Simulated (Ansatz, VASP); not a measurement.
# Os: VASP beside Ansatz

```
Os
1.0
     0.00000    2.77825    2.77825
     2.77825    0.00000    2.77825
     2.77825    2.77825    0.00000
Os
2
Direct
  0.00000 0.00000 0.00000
  0.25000 0.25000 0.25000
```

Alike in both runs: task single point; functional PBE; k mesh 10 × 10 × 10; occupations fermi-dirac, width 0.08 eV; non-collinear spin, spin-orbit coupling.

|  | VASP | Ansatz |
| --- | --- | --- |
| version | VASP 6.6.1 | Ansatz 0.2.0 |
| potentials or method | VASP PAW PBE potentials, release 64 (Os), cutoff 520 eV | all-electron LAPW |

```csv
,VASP,Ansatz,Ansatz less VASP
pressure (GPa),-0.7,0.5,+1.19
net moment per atom (μB),0.00,0.00,0.000
```

Ansatz ran all-electron here, and VASP with PAW potentials.
